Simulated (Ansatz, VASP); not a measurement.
**HfO2 in VASP and in Ansatz**

Contents of INCAR:

```
SYSTEM = HfO2
PREC     = Accurate       ! precision mode
ENCUT    = 520            ! plane-wave cutoff, eV
EDIFF    = 1E-6           ! SCF threshold, eV
ISMEAR   = 0              ! smearing method
SIGMA    = 0.05           ! smearing width, eV
LREAL    = .FALSE.        ! projectors in reciprocal space
LASPH    = .TRUE.         ! aspherical terms in the spheres
NELM     = 60             ! most SCF steps
ALGO     = Normal         ! electronic algorithm
ISIF     = 2              ! what is computed and relaxed
LWAVE    = .FALSE.        ! write WAVECAR
LCHARG   = .FALSE.        ! write CHGCAR
GGA      = PE             ! functional
NBANDS   = 56             ! bands
```

File KPOINTS:

```
regular mesh
0
G
  6 6 6
  0 0 0
```

Contents of POSCAR:

```
HfO2
1.0
    5.0976115212      0.0000000000      0.0000000000
    0.0000000000     -5.0976115212      0.0000000000
    0.0000000000      0.0000000000     -5.0976115212
Hf O
4 8
Direct
   -0.0166456022      0.9833543978      1.0000000000
    0.5000000000      0.5000000000      1.0000000000
    0.5000000000      1.0000000000      0.5000000000
    0.0000000000      0.5000000000      0.5000000000
    0.2500000000      0.2500000000      0.2500000000
    0.7500000000      0.7500000000      0.2500000000
    0.7500000000      0.2500000000      0.7500000000
    0.2500000000      0.7500000000      0.7500000000
    0.7500000000      0.7500000000      0.7500000000
    0.2500000000      0.2500000000      0.7500000000
    0.2500000000      0.7500000000      0.2500000000
    0.7500000000      0.2500000000      0.2500000000
```

Input for Ansatz:

```yaml
crystal:
  lattice:
    - [5.0976115212, 0.0, 0.0]
    - [0.0, -5.0976115212, 0.0]
    - [0.0, 0.0, -5.0976115212]
  atoms:
    - { symbol: Hf, position: [-0.0166456022, 0.9833543978, 1.0] }
    - { symbol: Hf, position: [0.5, 0.5, 1.0] }
    - { symbol: Hf, position: [0.5, 1.0, 0.5] }
    - { symbol: Hf, position: [0.0, 0.5, 0.5] }
    - { symbol: O, position: [0.25, 0.25, 0.25] }
    - { symbol: O, position: [0.75, 0.75, 0.25] }
    - { symbol: O, position: [0.75, 0.25, 0.75] }
    - { symbol: O, position: [0.25, 0.75, 0.75] }
    - { symbol: O, position: [0.75, 0.75, 0.75] }
    - { symbol: O, position: [0.25, 0.25, 0.75] }
    - { symbol: O, position: [0.25, 0.75, 0.25] }
    - { symbol: O, position: [0.75, 0.25, 0.25] }
basis:
  ecutwfc: 420
kpoints:
  mp_grid: { grid: [6, 6, 6] }
hamiltonian:
  xc: pbe
scf:
  occupations: { method: gaussian, width: 0.05 }
output:
  forces: true
  stress: true
  eigenvalues: true
```

Alike in both runs: task single point; functional PBE; k mesh 6 × 6 × 6; occupations gaussian, width 0.05 eV; no spin polarisation.

|  | VASP | Ansatz |
| --- | --- | --- |
| version | VASP 6.6.1 | Ansatz 0.2.0 |
| potentials or method | VASP PAW PBE potentials, release 64 (Hf_pv, O), cutoff 520 eV | scalar-relativistic, plane waves, PAW |
| valence electrons in the cell | 88 | 152 |

|  | VASP | Ansatz | Ansatz less VASP |
| --- | --- | --- | --- |
| gap on the k mesh at the Fermi level (eV) | 3.65 | 3.64 | -0.002 |
| least direct gap on the mesh (eV) | 3.65 | 3.64 | -0.002 |
| pressure (GPa) | -3.2 | 0.4 | +3.62 |
| traceless stress, the component that is largest in VASP (GPa) | -0.47 | -0.47 | -0.002 |
| rms of the force components (eV/Å) | 0.424 | 0.430 | +0.0058 |

Atom by atom the forces differ by 0.011 eV/Å (rms over components). VASP's potentials hold 88 valence electrons a cell and Ansatz's 152, so a difference there can come from the potentials and not from the codes.

Spin-orbit coupling is off throughout.
